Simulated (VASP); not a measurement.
Zr: single point with PBE

System: Zr, a slab with vacuum.

```xyz
5
Lattice="3.2311 0.0000 0.0000 -1.6155 2.7982 0.0000 0.0000 0.0000 26.3503" Properties=species:S:1:pos:R:3 pbc="T T T"
Zr    0.0000    0.0000    8.1094
Zr    0.0000    1.8655   10.5321
Zr    0.0000    0.0000   13.1752
Zr    0.0000    1.8655   15.8182
Zr    0.0000    0.0000   18.2409
```

```json
{"Program": "VASP 6.6.1", "Task": "single point", "Functional": "PBE", "Potentials or basis": "VASP PAW PBE potentials, release 64 (Zr_sv)", "Cutoff": "520 eV", "k mesh": "15 × 15 × 1", "Occupations": "fermi-dirac, width 0.08 eV", "Spin": "no spin polarisation", "Dipole correction": "no", "Further INCAR settings": "ALGO = Normal; EDIFF = 1e-07; NBANDS = 38"}
```

- Largest force: 0.007 eV/Å
- Band gap on the k mesh: zero (bands 30 and 31 overlap by 1.20 eV)

Forces on the atoms (eV/Å):
```
Zr   0.000  0.000 -0.007
Zr   0.000  0.000  0.006
Zr   0.000  0.000  0.000
Zr   0.000  0.000 -0.006
Zr   0.000  0.000  0.007
```

Levels at points of the mesh, in eV from the Fermi level:
```csv
k point,band 28,band 29,band 30,band 31,band 32,band 33
"(0.00, 0.00, 0.00)",0.51,0.52,0.70,0.70,0.78,0.78
```

Wall time 8.5 min on 1 thread of Intel(R) Xeon(R) Platinum 8488C (Sapphire Rapids), with other jobs on the host, peak memory 0.41 GiB.

Caveat: there is no dipole correction, which matters where the two faces differ.
